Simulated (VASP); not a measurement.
# CdS (Hawleyite) (F-43m) in VASP: notebook

Runs on CdS (Hawleyite). Level: PBEsol. Tasks: single point.

Everything below comes from runs of VASP 6.6.1. Logs are shortened: lines on timing, memory, paths and dates and some standing lists are left out, and cuts for length are marked.

### 1 The cell of the first run

The structure is cubic, space group F-43m (No. 216). Conventional cell: a = 5.715 Å, b = 5.715 Å, c = 5.715 Å, α = 90.00°, β = 90.00°, γ = 90.00°. Within 3.3 Å of Cd (site symmetry -43m) lie 4 S at 2.47 Å. S (site symmetry -43m) has 4 Cd at 2.47 Å within 3.3 Å.

### 2 Single point, PBEsol, non-collinear spin, zero start, spin-orbit coupling

File INCAR:

```
SYSTEM = CdS
PREC = Accurate
ENCUT = 520
EDIFF = 1E-6
ISMEAR = 0
SIGMA = 0.01
LREAL = .False.
LASPH = .True.
NELM = 150
ALGO = Normal
ISIF = 2
LWAVE = .False.
LCHARG = .True.
MAGMOM = 0 0 0 0 0 0
LORBIT = 11
LSORBIT = .True.
GGA_COMPAT = .False.
LORBMOM = .True.
GGA = PS
LVHAR = .True.
NBANDS = 30
```

File KPOINTS:

```
Automatic mesh
0
Gamma
  8 8 8
  0 0 0
```

File POSCAR:

```
CdS
1.0
    2.8572573458      2.8572573458      0.0000000000
   -2.8572573458      2.8572573458      0.0000000000
    0.0000000000      2.8572573458      2.8572573458
Cd S
1 1
Direct
    0.0000000000      0.0000000000      0.0000000000
    0.7500000000      0.2500000000      0.5000000000
```

Potentials or basis: VASP PAW PBE potentials, release 64 (Cd, S).

Command:

```bash
cat potpaw_PBE.64/Cd/POTCAR potpaw_PBE.64/S/POTCAR > POTCAR
mpirun -np 1 vasp_ncl > vasp.out
```

OUTCAR:

```text
SYSTEM = CdS
   PREC = Accurate
   ENCUT = 520
   EDIFF = 1E-6
   ISMEAR = 0
   LREAL = .False.
   LASPH = .True.
   NELM = 150
   ISIF = 2
   LORBIT = 11
   LSORBIT = .True.
   GGA = PS

 ion  position               nearest neighbor table
   1  0.000  0.000  0.000-   2 2.47   2 2.47   2 2.47   2 2.47
   2  0.750  0.250  0.500-   1 2.47   1 2.47   1 2.47   1 2.47

  LATTYP: Found a face centered cubic cell.
 ALAT       =     5.7145146916

  Lattice vectors:

 A1 = (   0.0000000000,   2.8572573458,   2.8572573458)
 A2 = (   2.8572573458,   0.0000000000,   2.8572573458)
 A3 = (   2.8572573458,   2.8572573458,   0.0000000000)

Analysis of symmetry for initial positions (statically):
=====================================================================
 Subroutine PRICEL returns:
 Original cell was already a primitive cell.

 Routine SETGRP: Setting up the symmetry group for a
 face centered cubic supercell.

 Subroutine GETGRP returns: Found 24 space group operations
 (whereof 24 operations were pure point group operations)
 out of a pool of 48 trial point group operations.

The static configuration has the point symmetry T_d .

Analysis of symmetry for dynamics (positions and initial velocities):
=====================================================================
 Subroutine PRICEL returns:
 Original cell was already a primitive cell.

 Routine SETGRP: Setting up the symmetry group for a
 face centered cubic supercell.

 Subroutine GETGRP returns: Found 24 space group operations
 (whereof 24 operations were pure point group operations)
 out of a pool of 48 trial point group operations.

The dynamic configuration has the point symmetry T_d .

Analysis of structural, dynamic, and magnetic symmetry:
=====================================================================
 Subroutine PRICEL returns:
 Original cell was already a primitive cell.

 Routine SETGRP: Setting up the symmetry group for a
 face centered cubic supercell.

 Subroutine GETGRP returns: Found 24 space group operations
 (whereof 24 operations were pure point group operations)
 out of a pool of 48 trial point group operations.

The overall configuration has the point symmetry T_d .

 Subroutine INISYM returns: Found 24 space group operations
 (whereof 24 operations are pure point group operations),
 and found     1 'primitive' translations

----------------------------------------------------------------------------------------

                                     Primitive cell

  volume of cell :      46.6528

  direct lattice vectors                    reciprocal lattice vectors
     2.857257346  2.857257346  0.000000000     0.174992988  0.174992988 -0.174992988
    -2.857257346  2.857257346  0.000000000    -0.174992988  0.174992988 -0.174992988
     0.000000000  2.857257346  2.857257346     0.000000000  0.000000000  0.349985976

  length of vectors
     4.040772090  4.040772090  4.040772090     0.303096746  0.303096746  0.349985976

  position of ions in fractional coordinates (direct lattice)
     0.000000000  0.000000000  0.000000000
     0.750000000  0.250000000  0.500000000

  ion indices of the primitive-cell ions
   primitive index   ion index
                 1           1
                 2           2

----------------------------------------------------------------------------------------

 KPOINTS: Automatic mesh

Automatic generation of k-mesh.
 Grid dimensions read from file:
 generate k-points for:    8    8    8

 Generating k-lattice:

  Cartesian coordinates                     Fractional coordinates (reciprocal lattice)
     0.021874123  0.021874123 -0.021874123     0.125000000  0.000000000  0.000000000
    -0.021874123  0.021874123 -0.021874123     0.000000000  0.125000000  0.000000000
     0.000000000  0.000000000  0.043748247     0.000000000  0.000000000  0.125000000

  Length of vectors
[... 90 lines left out ...]
   NGX = 15   NGY = 15   NGZ = 15

 number of electron      18.0000004 magnetization       0.0000000      0.0000000      0.0000000

 number of electron      18.0000004 magnetization      -0.0000000      0.0000000     -0.0000000

 number of electron      18.0000004 magnetization      -0.0000000     -0.0000000     -0.0000000

 number of electron      18.0000004 magnetization       0.0000000     -0.0000000      0.0000000

 Free energy of the ion-electron system (eV)
  ---------------------------------------------------
  ext. energy  EPLUGINS =         0.00000000
  ---------------------------------------------------
  free energy    TOTEN  =        -6.80304103 eV

  energy without entropy =       -6.80304103  energy(sigma->0) =       -6.80304103

 E-fermi :   1.8519     XC(G=0):  -9.6711

 val. band max:        1.7779810852   @ k =   0.0000   0.0000   0.0000
 cond. band min:       2.8987469399   @ k =   0.0000   0.0000   0.0000
 fundamental gap:      1.1207658547
 Fermi energy:         1.8518952430

 k-point     1 :       0.0000    0.0000    0.0000
  band No.  band energies     occupation
      1     -11.0256      1.00000
      2     -11.0256      1.00000
      3      -6.4618      1.00000
      4      -6.4618      1.00000
      5      -6.4618      1.00000
      6      -6.4618      1.00000
[... 781 lines left out ...]
     29      14.5168      0.00000
     30      14.5271      0.00000

 [... further k-points ...]
[... 5 lines left out ...]
  --------------------------------------------------------------------------------------
  -------------------------------------------------------------------------------------
  Total        1.2980327      1.2980327      1.2980327      0.0000000      0.0000000     -0.0000000
  in kB       44.5777514     44.5777514     44.5777514      0.0000000      0.0000000     -0.0000000
  external PRESSURE =      44.5777514 kB  Pullay stress =       0.0000000 kB

 VOLUME and BASIS-vectors are now :
 -----------------------------------------------------------------------------
  energy-cutoff  :      520.00
  volume of cell :       46.65
      direct lattice vectors                 reciprocal lattice vectors
     2.857257346  2.857257346  0.000000000     0.174992988  0.174992988 -0.174992988
    -2.857257346  2.857257346  0.000000000    -0.174992988  0.174992988 -0.174992988
     0.000000000  2.857257346  2.857257346     0.000000000  0.000000000  0.349985976

 POSITION                                       TOTAL-FORCE (eV/Angst)
 -----------------------------------------------------------------------------------
      0.00000      0.00000      0.00000        -0.000000      0.000000      0.000000
      1.42863      4.28589      1.42863         0.000000     -0.000000      0.000000
 -----------------------------------------------------------------------------------
    total drift:                                0.000000      0.000000      0.000000

  FREE ENERGIE OF THE ION-ELECTRON SYSTEM (eV)
  ---------------------------------------------------
  free  energy   TOTEN  =        -6.8030410306 eV

  energy  without entropy=       -6.8030410306  energy(sigma->0) =       -6.80304103

 orbital moment (x)

 # of ion     p       d       tot
 ----------------------------------------
  1        -0.000  -0.000  -0.000
  2        -0.000   0.000  -0.000
 ----------------------------------------
           -0.000  -0.000  -0.000

 orbital moment (y)

 # of ion     p       d       tot
 ----------------------------------------
  1        -0.000   0.000   0.000
  2        -0.000   0.000  -0.000
 ----------------------------------------
           -0.000   0.000   0.000

 orbital moment (z)

 # of ion     p       d       tot
 ----------------------------------------
  1         0.000   0.000   0.000
  2         0.000   0.000   0.000
 ----------------------------------------
            0.000   0.000   0.000

 Spin-Orbit-Coupling matrix elements

 Ion:    1  E_soc:     -0.0592812
 l=   1
     0.0000000    -0.0027643    -0.0027643
    -0.0027643     0.0000000    -0.0027643
    -0.0027643    -0.0027643     0.0000000
 l=   2
     0.0000000    -0.0014574     0.0000000    -0.0014574    -0.0056585
    -0.0014574     0.0000000    -0.0042439    -0.0014574    -0.0014146
     0.0000000    -0.0042439     0.0000000    -0.0042439     0.0000000
    -0.0014574    -0.0014574    -0.0042439     0.0000000    -0.0014146
    -0.0056585    -0.0014146     0.0000000    -0.0014146     0.0000000
 l=   3
     0.0000000     0.0000000     0.0000000     0.0000000     0.0000000     0.0000000     0.0000000
     0.0000000     0.0000000     0.0000000     0.0000000     0.0000000     0.0000000     0.0000000
     0.0000000     0.0000000     0.0000000     0.0000000     0.0000000     0.0000000     0.0000000
     0.0000000     0.0000000     0.0000000     0.0000000     0.0000000     0.0000000     0.0000000
     0.0000000     0.0000000     0.0000000     0.0000000     0.0000000     0.0000000     0.0000000
     0.0000000     0.0000000     0.0000000     0.0000000     0.0000000     0.0000000     0.0000000
     0.0000000     0.0000000     0.0000000     0.0000000     0.0000000     0.0000000     0.0000000

 Ion:    2  E_soc:     -0.0021165
 l=   1
     0.0000000    -0.0003528    -0.0003528
    -0.0003528     0.0000000    -0.0003528
    -0.0003528    -0.0003528     0.0000000
 l=   2
     0.0000000     0.0000000     0.0000000     0.0000000     0.0000000
     0.0000000     0.0000000     0.0000000     0.0000000     0.0000000
     0.0000000     0.0000000     0.0000000     0.0000000     0.0000000
     0.0000000     0.0000000     0.0000000     0.0000000     0.0000000
     0.0000000     0.0000000     0.0000000     0.0000000     0.0000000
 l=   3
     0.0000000     0.0000000     0.0000000     0.0000000     0.0000000     0.0000000     0.0000000
     0.0000000     0.0000000     0.0000000     0.0000000     0.0000000     0.0000000     0.0000000
     0.0000000     0.0000000     0.0000000     0.0000000     0.0000000     0.0000000     0.0000000
     0.0000000     0.0000000     0.0000000     0.0000000     0.0000000     0.0000000     0.0000000
     0.0000000     0.0000000     0.0000000     0.0000000     0.0000000     0.0000000     0.0000000
     0.0000000     0.0000000     0.0000000     0.0000000     0.0000000     0.0000000     0.0000000
     0.0000000     0.0000000     0.0000000     0.0000000     0.0000000     0.0000000     0.0000000

 total charge

# of ion       s       p       d       tot
------------------------------------------
    1        0.445   0.373   9.561  10.379
    2        1.316   2.404   0.000   3.719
--------------------------------------------------
tot          1.761   2.776   9.561  14.098

 magnetization (x)

# of ion       s       p       d       tot
------------------------------------------
    1        0.000  -0.000   0.000  -0.000
    2        0.000   0.000   0.000   0.000
--------------------------------------------------
tot          0.000  -0.000   0.000   0.000

 magnetization (y)

# of ion       s       p       d       tot
------------------------------------------
    1        0.000   0.000  -0.000   0.000
    2       -0.000  -0.000   0.000  -0.000
--------------------------------------------------
tot          0.000   0.000  -0.000   0.000

 magnetization (z)

# of ion       s       p       d       tot
------------------------------------------
    1        0.000  -0.000  -0.000  -0.000
    2        0.000  -0.000   0.000  -0.000
--------------------------------------------------
tot          0.000  -0.000  -0.000  -0.000
```

Run time: 1.9 min. Hardware: 1 thread of Intel Xeon Platinum 8488C (Sapphire Rapids), shared host; peak memory 0.31 GiB.

What came out:

```yaml
Free_energy: -6.8030 eV
Pressure: 4.5 GPa
Net_moment: 0.00 μB per cell
Valence_electrons_inside_the_program's_atomic_spheres: Cd 10.38; S 3.72
```

Moments on the atoms (μB; x, y, z):
```
Cd  0.00 0.00 0.00
S   0.00 0.00 0.00
```

Caveat: the PAW data sets were made with another functional, which shifts forces and pressure a little.

### 3 Single point, PBEsol, non-collinear spin, zero start, spin-orbit coupling

This run uses another cell than the first one, of 23.96 Å³/atom, 1.027 times its volume.

File INCAR:

```
SYSTEM = CdS
PREC = Accurate
ENCUT = 520
EDIFF = 1E-7
ISMEAR = 0
SIGMA = 0.01
LREAL = .FALSE.
LASPH = .TRUE.
NELM = 150
ALGO = Normal
ISIF = 2
LWAVE = .FALSE.
LCHARG = .FALSE.
MAGMOM = 0 0 0 0 0 0
LORBIT = 11
LSORBIT = .TRUE.
GGA_COMPAT = .FALSE.
LORBMOM = .TRUE.
GGA = PS
NBANDS = 30
```

File KPOINTS:

```
Automatic mesh
0
G
  8 8 8
  0 0 0
```

File POSCAR:

```
CdS
1.0
    2.8829038609      2.8829038609      0.0000000000
   -2.8829038609      2.8829038609      0.0000000000
    0.0000000000      2.8829038609      2.8829038609
Cd S
1 1
Direct
    0.0000000000      0.0000000000      0.0000000000
    0.7500000000      0.2500000000      0.5000000000
```

Potentials or basis: VASP PAW PBE potentials, release 64 (Cd, S).

Command:

```bash
cat potpaw_PBE.64/Cd/POTCAR potpaw_PBE.64/S/POTCAR > POTCAR
mpirun -np 1 vasp_ncl > vasp.out
```

Run time: 1.8 min. Hardware: 1 thread of Intel Xeon Platinum 8488C (Sapphire Rapids), shared host; peak memory 0.33 GiB.

It converged, with:

```
Free energy                                           : -6.8303 eV
Pressure                                              : 2.4 GPa
Net moment                                            : 0.00 μB per cell
Valence electrons inside the program's atomic spheres : Cd 10.35; S 3.71
```

Moments on the atoms (μB; x, y, z):
```
Cd  0.00 0.00 0.00
S   0.00 0.00 0.00
```

Caveat: the PAW data sets were made with another functional, which shifts forces and pressure a little.

### 4 Single point, PBEsol, non-collinear spin, zero start, spin-orbit coupling

This run uses another cell than the first one, of 25.58 Å³/atom, 1.097 times its volume.

File INCAR:

```
SYSTEM = CdS
  PREC = Accurate
  ENCUT = 520
  EDIFF = 1E-7
  ISMEAR = 0
  SIGMA = 0.01
  LREAL = .False.
  LASPH = .True.
  NELM = 150
  ALGO = Normal
  ISIF = 2
  LWAVE = .False.
  LCHARG = .False.
  MAGMOM = 0 0 0 0 0 0
  LORBIT = 11
  LSORBIT = .True.
  GGA_COMPAT = .False.
  LORBMOM = .True.
  GGA = PS
  NBANDS = 30
```

File KPOINTS:

```
regular mesh
0
Gamma
  8 8 8
  0 0 0
```

File POSCAR:

```
CdS
1.0
    2.9464493508      2.9464493508      0.0000000000
   -2.9464493508      2.9464493508      0.0000000000
    0.0000000000      2.9464493508      2.9464493508
Cd S
1 1
Direct
    0.0000000000      0.0000000000      0.0000000000
    0.7500000000      0.2500000000      0.5000000000
```

Command:

```bash
cat potpaw_PBE.64/Cd/POTCAR potpaw_PBE.64/S/POTCAR > POTCAR
mpirun -np 1 vasp_ncl > vasp.out
```

Run time: 1.8 min. Hardware: 1 thread of Intel Xeon Platinum 8488C (Sapphire Rapids), shared host; peak memory 0.35 GiB.

It converged, with:

| Quantity | Value |
| --- | --- |
| Free energy | -6.8355 eV |
| Pressure | -1.7 GPa |
| Net moment | 0.00 μB per cell |
| Valence electrons inside the program's atomic spheres | Cd 10.30; S 3.68 |

Moments on the atoms (μB; x, y, z):
```
Cd  0.00 0.00 0.00
S   0.00 0.00 0.00
```

Caveat: the PAW data sets were made with another functional, which shifts forces and pressure a little.

### 5 The runs side by side

```tsv
cell	pressure (GPa)	moment (μB)
a = 4.041 Å, angles 60.0, 60.0, 90.0°, 2 atoms	4.5	0.00
a = 4.077 Å, angles 60.0, 60.0, 90.0°, 2 atoms	2.4	0.00
a = 4.167 Å, angles 60.0, 60.0, 90.0°, 2 atoms	-1.7	0.00
```

Alike in all rows: task single point; level PBEsol; potentials or basis VASP PAW PBE potentials, release 64 (Cd, S); spin non-collinear, zero start, SOC; k mesh 8 × 8 × 8; cutoff (eV) 520; smearing gaussian 0.01 eV.

Caveats: the PAW data sets were made with another functional, which shifts forces and pressure a little.

Total energies depend on the potentials used, so only differences within one code and one set of settings carry meaning.
